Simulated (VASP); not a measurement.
Here is a VASP 6.6.1 calculation.

The input INCAR:

```
SYSTEM = V
PREC = Accurate
ENCUT = 500
EDIFF = 1E-6
ISMEAR = 0
SIGMA = 0.05
LREAL = .False.
LASPH = .True.
NELM = 200
ALGO = Normal
ISIF = 2
LWAVE = .False.
LCHARG = .False.
ISPIN = 2
MAGMOM = 1 1
LORBIT = 11
LMAXMIX = 4
GGA = PE
NBANDS = 24
GGA_COMPAT = .False.
```

Contents of KPOINTS:

```
Automatic mesh
0
Gamma
  8 8 4
  0 0 0
```

Contents of POSCAR:

```
V
1.0
    2.6141451770      0.0000000000      0.0000000000
   -1.3070725885      2.2639161325      0.0000000000
    0.0000000000      0.0000000000      4.6876503630
V
2
Direct
    0.3333333333      0.6666666667      0.7500000000
    0.6666666667      0.3333333333      0.2500000000
```

Potentials or basis: VASP PAW PBE potentials, release 64 (V_sv).

The run is started by

```bash
$ cat potpaw_PBE.64/V_sv/POTCAR > POTCAR
$ mpirun -np 1 vasp_std > vasp.out
```

Problem. Predict the net moment.

Solution. 0.00 μB per cell.

Problem. Predict the pressure.

Solution. -0.1 GPa.

Problem. What does it give for the band gap on the k mesh?

Solution. Zero (filled and empty bands overlap).
